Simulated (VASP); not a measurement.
Runs of VASP 6.6.1 on PbF2. The structure is that of space group Immm (No. 71), or close to it. The cells are those of the table. 

```csv
cell,gap on the mesh (eV),pressure (GPa),largest force (eV/Å)
"a = 4.202, b = 4.384 Å, angles 58.6, 57.1, 58.6°, 3 atoms",4.32,2.7,0.26
"a = 4.201, b = 4.331 Å, angles 59.0, 57.9, 59.0°, 3 atoms",4.37,(b),0.18
"a = 4.203, b = 3.990 Å, angles 61.7, 63.3, 61.7°, 3 atoms",4.30,3.0,0.30
"a = 4.201, b = 4.358 Å, angles 58.8, 57.5, 58.8°, 3 atoms",(c),(a),0.22
```

Alike in all rows: task single point; level PBE; potentials or basis VASP PAW PBE potentials, release 64 (Pb_d, F); no spin polarisation; k mesh 8 × 8 × 8; cutoff (eV) 520; smearing gaussian 0.05 eV.

Question: Fill in the values left out.

Answer: (a) 2.5; (b) 2.4; (c) 4.35.

Caveats: spin-orbit coupling is left out, which moves the levels of the heavy elements.

A k mesh can miss the band edges, and the runs leave out spin-orbit coupling on Pb.
